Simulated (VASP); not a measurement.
Write the native input for VASP 6.6.1 that does the following.

```
Task                   : single point
Functional             : r2SCAN
Potentials or basis    : VASP PAW PBE potentials, release 64 (B, N)
Cutoff                 : 520 eV
k mesh                 : 12 × 12 × 6
Occupations            : gaussian, width 0.05 eV
Spin                   : no spin polarisation
Dipole correction      : no
Further INCAR settings : ALGO = Normal; EDIFF = 1e-06; NBANDS = 16
```

BN:

```xyz
4
Lattice="2.5539 0.0000 0.0000 -1.2770 2.2118 0.0000 0.0000 0.0000 4.2269" Properties=species:S:1:pos:R:3 pbc="T T T"
B     1.2946    0.7549    4.2257
B     0.0177    1.4922    2.1123
N     1.2770    0.7373    2.6430
N     0.0000    1.4745    0.5295
```

This cell differs from its parent crystal: all B atoms moved +0.025 Å, as atom 1 along Cartesian [1 1 0].

These files were run (other wordings do the same):

POSCAR

```
BN
1.0
    2.5539396017      0.0000000000      0.0000000000
   -1.2769698009      2.2117765748      0.0000000000
    0.0000000000      0.0000000000      4.2268550000
B N
2 2
Direct
    0.6775846527      0.3413258538      0.9997240000
    0.3442513193      0.6746591871      0.4997240000
    0.6666666667      0.3333333333      0.6252760000
    0.3333333333      0.6666666667      0.1252760000
```

INCAR.step1

```
ALGO = Normal ; EDIFF = 1E-4
ENCUT = 520 ; GGA = PE
ISMEAR = 0 ; LASPH = True
LCHARG = False ; LREAL = False
LWAVE = True ; NBANDS = 16
NELM = 80 ; PREC = Accurate
SIGMA = 0.05
```

INCAR.step2

```
ALGO = Normal ; EDIFF = 1E-6
ENCUT = 520 ; ISIF = 2
ISMEAR = 0 ; ISTART = 1
LASPH = True ; LCHARG = True
LELF = True ; LMIXTAU = True
LREAL = False ; LVHAR = True
LWAVE = False ; METAGGA = R2SCAN
NBANDS = 16 ; NELM = 80
PREC = Accurate ; SIGMA = 0.05
```

KPOINTS

```
k-points
0
Gamma
  12 12 6
```

Potentials or basis: VASP PAW PBE potentials, release 64 (B, N).

Run with:

```sh
$ cat potpaw_PBE.64/B/POTCAR potpaw_PBE.64/N/POTCAR > POTCAR
$ cp INCAR.step1 INCAR
$ mpirun -np 1 vasp_std > vasp.out
$ cp INCAR.step2 INCAR
$ mpirun -np 1 vasp_std > vasp.out
```

Results of the run:

The pressure is -3.5 GPa. The largest force is 0.625 eV/Å and the band gap on the k mesh is 5.66 eV (least direct gap 8.84 eV).

Caveat: the cell differs from its parent crystal (all B atoms moved +0.025 Å, as atom 1 along Cartesian [1 1 0]); the cell stands under tension; the PAW data sets were made with another functional, which shifts forces and pressure a little.

Wall time 3.4 min on 1 thread of Intel(R) Xeon(R) 6975P-C (Granite Rapids), with other jobs on the host, peak memory 0.24 GiB.
